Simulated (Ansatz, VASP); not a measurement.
MoS2 in VASP and in Ansatz

```
Mo S
1.0
     1.58000    0.91221    6.15000
    -1.58000    0.91221    6.15000
     0.00000   -1.82443    6.15000
Mo S
1 2
Direct
  0.00000 0.00000 0.00000
  0.25000 0.25000 0.25000
  0.41700 0.41700 0.41700
```

Alike in both runs: task single point; functional PBE; k mesh 8 × 8 × 8; occupations gaussian, width 0.1 eV; no spin polarisation.

```csv
,VASP,Ansatz
version,VASP 6.6.1,Ansatz 0.2.0
potentials or method,"VASP PAW PBE potentials, release 64 (Mo_sv, S)","plane waves, PAW"
plane-wave cutoff (eV),520,420
valence electrons in the cell,26,26
```

|  | VASP | Ansatz | Ansatz less VASP |
| --- | --- | --- | --- |
| pressure (GPa) | 5.2 | 5.4 | +0.14 |
| traceless stress, the component that is largest in VASP (GPa) | 1.56 | 1.60 | +0.044 |
